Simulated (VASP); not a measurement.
A run of VASP 6.6.1:

The input POSCAR:

```
P
1.0
    1.6518921842     -5.3432540627      0.0000000000
    1.6518921842      5.3432540627      0.0000000000
    0.0000000000      0.0000000000      4.4650360847
P
4
Direct
    0.9008923526      0.0991076474      0.0850440362
    0.5991076474      0.4008923526      0.5850440362
    0.0991076474      0.9008923526      0.9149559638
    0.4008923526      0.5991076474      0.4149559638
```

File INCAR.step1:

```
SYSTEM = P
PREC = Accurate
ENCUT = 520
ISMEAR = -1
SIGMA = 0.02
LREAL = .FALSE.
LASPH = .TRUE.
NELM = 80
NBANDS = 18
GGA = PE
ALGO = Normal
EDIFF = 1E-4
LWAVE = .TRUE.
LCHARG = .FALSE.
```

Contents of INCAR.step2:

```
SYSTEM = P
PREC = Accurate
ENCUT = 520
EDIFF = 1E-6
ISMEAR = -1
SIGMA = 0.02
LREAL = .FALSE.
LASPH = .TRUE.
NELM = 80
ALGO = Normal
ISIF = 2
LWAVE = .FALSE.
LCHARG = .FALSE.
METAGGA = R2SCAN
LMIXTAU = .TRUE.
NBANDS = 18
ISTART = 1
```

The input KPOINTS:

```
regular mesh
0
G
  8 8 6
  0 0 0
```

Potentials or basis: VASP PAW PBE potentials, release 64 (P).

Command:

```bash
$ cat potpaw_PBE.64/P/POTCAR > POTCAR
$ cp INCAR.step1 INCAR
$ mpirun -np 1 vasp_std > vasp.out
$ cp INCAR.step2 INCAR
$ mpirun -np 1 vasp_std > vasp.out
```

Hardware: 1 thread of AMD EPYC 7R13 Processor (Zen 3), with other jobs on the host.

Q: Estimate the wall time of this run.

A: Run time: 6.4 min on 1 thread of AMD EPYC 7R13 Processor (Zen 3) (shared host), peak memory 0.25 GiB. Counts: k points 84.
